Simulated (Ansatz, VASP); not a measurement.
# HfO2: VASP beside Ansatz

```xyz
6
Lattice="-2.0093 2.0093 5.3227 2.0093 -2.0093 5.3227 2.0093 2.0093 -5.3227" Properties=species:S:1:pos:R:3 pbc="T T T"
Hf    0.0000    0.0000    0.0000
Hf    0.0000    2.0093    2.6614
O     0.0000    0.0000    8.4981
O     0.0000    2.0093    4.8086
O     0.0000    2.0093    0.5141
O     0.0000    0.0000    2.1473
```

Alike in both runs: functional PBE; k mesh 6 × 6 × 6; occupations gaussian, width 0.1 eV; no spin polarisation.

Ansatz relaxed the structure, and its values are those at the end. VASP's run is a single point on that final structure, the one shown.

|  | VASP | Ansatz |
| --- | --- | --- |
| version | VASP 6.6.1 | Ansatz 0.2.0 |
| potentials or method | VASP PAW PBE potentials, release 64 (Hf_pv, O), cutoff 520 eV | scalar-relativistic, plane waves, PAW |
| valence electrons in the cell | 44 | 76 |

|  | VASP | Ansatz | Ansatz less VASP |
| --- | --- | --- | --- |
| gap on the k mesh at the Fermi level (eV) | 4.42 | 4.43 | +0.007 |
| least direct gap on the mesh (eV) | 4.65 | 4.66 | +0.010 |
| pressure (GPa) | -2.4 | 0.0 | +2.41 |
| rms of the force components (eV/Å) | 0.023 | 0.000 | -0.0229 |

VASP's potentials hold 44 valence electrons a cell and Ansatz's 76, so a difference there can come from the potentials and not from the codes.

Spin-orbit coupling is off throughout.
